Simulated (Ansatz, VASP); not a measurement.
# One calculation of HfN, two programs

INCAR

```
  PREC = Accurate
  ENCUT = 520
  EDIFF = 1E-7
  ISMEAR = -1
  SIGMA = 0.1
  LREAL = F
  LASPH = T
  NELM = 100
  ALGO = Normal
  ISIF = 2
  LWAVE = F
  LCHARG = F
  GGA = PS
  NBANDS = 14
```

The input KPOINTS:

```
regular mesh
0
Gamma
  15 15 15
```

POSCAR

```
HfN
1.0
    0.0000000000      2.1891343337      2.1891343337
    2.1891343337      0.0000000000      2.1891343337
    2.1891343337      2.1891343337      0.0000000000
Hf N
1 1
Direct
    0.0000000000      0.0000000000      0.0000000000
    0.5000000000      0.5000000000      0.5000000000
```

Input for Ansatz:

```yaml
crystal:
  lattice:
    - [0.0, 2.1891343337, 2.1891343337]
    - [2.1891343337, 0.0, 2.1891343337]
    - [2.1891343337, 2.1891343337, 0.0]
  atoms:
    - { symbol: Hf, position: [0.0, 0.0, 0.0] }
    - { symbol: "N", position: [0.5, 0.5, 0.5] }
kpoints:
  mp_grid: { grid: [15, 15, 15] }
scf:
  occupations: { method: fermi_dirac, width: 0.1 }
hamiltonian:
  xc: pbesol
  pseudopotentials: { kind: paw }
output:
  forces: true
  stress: true
  eigenvalues: true
  populations: true
```

Change from the starting cell: volume scaled by 0.92, PAW files.

Alike in both runs: task single point; functional PBEsol; k mesh 15 × 15 × 15; occupations fermi-dirac, width 0.1 eV; no spin polarisation.

|  | VASP | Ansatz |
| --- | --- | --- |
| version | VASP 6.6.1 | Ansatz 0.2.0 |
| potentials or method | VASP PAW PBE potentials, release 64 (Hf_pv, N) | PAW with Ansatz's default frozen-core files, scalar-relativistic |
| plane-wave cutoff (eV) | 520 | 420 |
| valence electrons in the cell | 15 | 31 |

VASP gave:

| Property | Result |
| --- | --- |
| pressure (GPa) | 26.1 |

Task: Which values does Ansatz return?

Result: Pressure (GPa): 28.3.

VASP's potentials were made for PBE, not for PBEsol. VASP's potentials hold 15 valence electrons a cell and Ansatz's 31, so a difference there can come from the potentials and not from the codes.

Neither program's run includes spin-orbit coupling.
